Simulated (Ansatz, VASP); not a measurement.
Given: the input of a run of Ansatz 0.2.0 on Cu.

Contents of input.yaml:

```yaml
crystal:
  lattice:
    - [0.0, 1.8075, 1.8075]
    - [1.8075, 0.0, 1.8075]
    - [1.8075, 1.8075, 0.0]
  atoms:
    - { symbol: Cu, position: [0.0, 0.0, 0.0] }
kpoints:
  mp_grid: { grid: [13, 13, 13] }
scf:
  occupations: { method: gaussian, width: 0.02 }
hamiltonian:
  xc: pbe
  pseudopotentials: { kind: all_electron, lapw: { basis_error: 0.001 } }
output:
  forces: true
  stress: true
  eigenvalues: true
```

Potentials or basis: all-electron LAPW, scalar-relativistic.

Command:

```bash
$ ansatz run input.yaml --threads 1 --pin off --max-ram 3072MiB --backend cpu --events-out ev --progress --plain --runs-dir out
```

Question: Translate it to VASP 6.6.1. Potentials there: VASP PAW PBE potentials, release 64 (Cu).

Answer: As run (the cutoff follows the program's own potentials):

Contents of INCAR:

```
  PREC = Accurate
  ENCUT = 600
  EDIFF = 1E-6
  ISMEAR = 0
  SIGMA = 0.02
  LREAL = F
  LASPH = T
  NELM = 120
  ALGO = Normal
  ISIF = 2
  LWAVE = F
  LCHARG = F
  GGA = PE
  NBANDS = 12
  GGA_COMPAT = F
```

The input KPOINTS:

```
regular mesh
0
Gamma
  13 13 13
```

File POSCAR:

```
Cu
1.0
    0.0000000000      1.8075000000      1.8075000000
    1.8075000000      0.0000000000      1.8075000000
    1.8075000000      1.8075000000      0.0000000000
Cu
1
Direct
    0.0000000000      0.0000000000      0.0000000000
```

Potentials or basis: VASP PAW PBE potentials, release 64 (Cu).

Launch:

```console
$ cat potpaw_PBE.64/Cu/POTCAR > POTCAR
$ mpirun -np 1 vasp_std > vasp.out
```

Both were run:

|  | VASP | Ansatz | Ansatz less VASP |
| --- | --- | --- | --- |
| gap on the k mesh at the Fermi level (eV) | none | none | - |
| pressure (GPa) | 2.3 | 1.7 | -0.61 |

A gap of «none» marks a metal or a gap that the smearing closes. Ansatz ran all-electron here, and VASP with PAW potentials.
